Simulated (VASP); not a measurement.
Here is a VASP 6.6.1 calculation.

Contents of POSCAR:

```
Al3GaN4
1.0
    4.2251878009      0.0000000000      0.0000000000
    0.0000000000      4.2251878009      0.0000000000
    0.0000000000      0.0000000000      4.5772867843
Al Ga N
3 1 4
Direct
    0.5000000000      0.5000000000      0.0000000000
    0.5000000000      0.0000000000      0.5000000000
    0.0000000000      0.5000000000      0.5000000000
    0.0000000000      0.0000000000      0.0000000000
    0.7444581602      0.7444581602      0.2555418398
    0.7444581602      0.2555418398      0.7444581602
    0.2555418398      0.7444581602      0.7444581602
    0.2555418398      0.2555418398      0.2555418398
```

The input INCAR.step1:

```
SYSTEM = Al3GaN4
  PREC = Accurate
  ENCUT = 520
  ISMEAR = 0
  SIGMA = 0.05
  LREAL = .FALSE.
  LASPH = .TRUE.
  NELM = 100
  NBANDS = 31
  GGA = PE
  ALGO = Normal
  EDIFF = 1E-4
  LWAVE = .TRUE.
  LCHARG = .FALSE.
```

File INCAR.step2:

```
SYSTEM = Al3GaN4
  PREC = Accurate
  ENCUT = 520
  EDIFF = 1E-7
  ISMEAR = 0
  SIGMA = 0.05
  LREAL = .FALSE.
  LASPH = .TRUE.
  NELM = 100
  ALGO = Normal
  ISIF = 2
  LWAVE = .FALSE.
  LCHARG = .FALSE.
  METAGGA = R2SCAN
  LMIXTAU = .TRUE.
  NBANDS = 31
  ISTART = 1
```

Contents of KPOINTS:

```
Automatic mesh
0
G
  6 6 6
  0 0 0
```

Potentials or basis: VASP PAW PBE potentials, release 64 (Al, Ga_d, N).

Run with:

```bash
$ cat potpaw_PBE.64/Al/POTCAR potpaw_PBE.64/Ga_d/POTCAR potpaw_PBE.64/N/POTCAR > POTCAR
$ cp INCAR.step1 INCAR
$ mpirun -np 1 vasp_std > vasp.out
$ cp INCAR.step2 INCAR
$ mpirun -np 1 vasp_std > vasp.out
```

Question: What does it give for the largest force?

Answer: 0.119 eV/Å.

Question: Estimate the pressure.

Answer: 9.1 GPa.

Question: What does it give for the band gap on the k mesh?

Answer: 3.74 eV (least direct gap 3.78 eV).

Forces on the atoms (eV/Å):
```
Al   0.000  0.000  0.000
Al   0.000  0.000  0.000
Al   0.000  0.000  0.000
Ga   0.000  0.000  0.000
N   -0.083 -0.083 -0.019
N   -0.083  0.083  0.019
N    0.083 -0.083  0.019
N    0.083  0.083 -0.019
```

Caveat: the cell differs from its parent crystal (strain -0.040 along x and y, +0.040 along z); the stress differs along the axes, from -0 to 14 GPa; the PAW data sets were made with another functional, which shifts forces and pressure a little. A k mesh can miss the band edges.
